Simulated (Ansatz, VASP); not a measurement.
One calculation of Ni, two programs

The input INCAR:

```
PREC = Accurate
ENCUT = 520
EDIFF = 1E-6
ISMEAR = -1
SIGMA = 0.05
LREAL = False
LASPH = True
NELM = 150
ALGO = Normal
ISIF = 2
LWAVE = False
LCHARG = False
ISPIN = 2
MAGMOM = 0.572
LORBIT = 11
LMAXMIX = 4
GGA = RE
NBANDS = 15
```

The input KPOINTS:

```
regular mesh
0
Gamma
  22 22 22
```

POSCAR

```
Ni
1.0
    2.3470572277      0.0000000000      0.0000000000
    0.0000000000      2.3470572277      0.0000000000
    0.0000000000      0.0000000000      2.3470572277
Ni
1
Direct
    0.0000000000      0.0000000000      0.0000000000
```

Input for Ansatz:

```yaml
crystal:
  lattice:
    - [2.3470572277, 0.0, 0.0]
    - [0.0, 2.3470572277, 0.0]
    - [0.0, 0.0, 2.3470572277]
  atoms:
    - { symbol: Ni, position: [0.0, 0.0, 0.0], spin: 0.572 }
hamiltonian:
  xc: revpbe
  pseudopotentials:
    kind: paw
    azcp:
      Ni: "pseudopotentials/Ni.paw.azcp"
basis:
  ecutwfc: 420
  fft_grid_basis: typed
kpoints:
  mp_grid: { grid: [22, 22, 22], shift: [0, 0, 0] }
magnetization:
  spin_polarized: true
scf:
  occupations: { method: fermi_dirac, width: 0.05 }
```

Alike in both runs: task single point; functional revPBE; k mesh 22 × 22 × 22; occupations fermi-dirac, width 0.05 eV; collinear spin.

```csv
,VASP,Ansatz
version,VASP 6.6.1,Ansatz 0.2.0
potentials or method,"VASP PAW PBE potentials, release 64 (Ni), cutoff 520 eV","plane waves (420 eV) with PAW, scalar-relativistic"
valence electrons in the cell,10,18
```

```csv
,VASP,Ansatz,Ansatz less VASP
net moment per atom (μB),0.59,0.62,+0.024
size of the moment on the site where the two differ most (μB),0.60,0.63,+0.036
```

VASP's potentials were made for PBE, not for revPBE. Site moments also hang on the region over which each program counts them. VASP's potentials hold 10 valence electrons a cell and Ansatz's 18, so a difference there can come from the potentials and not from the codes.
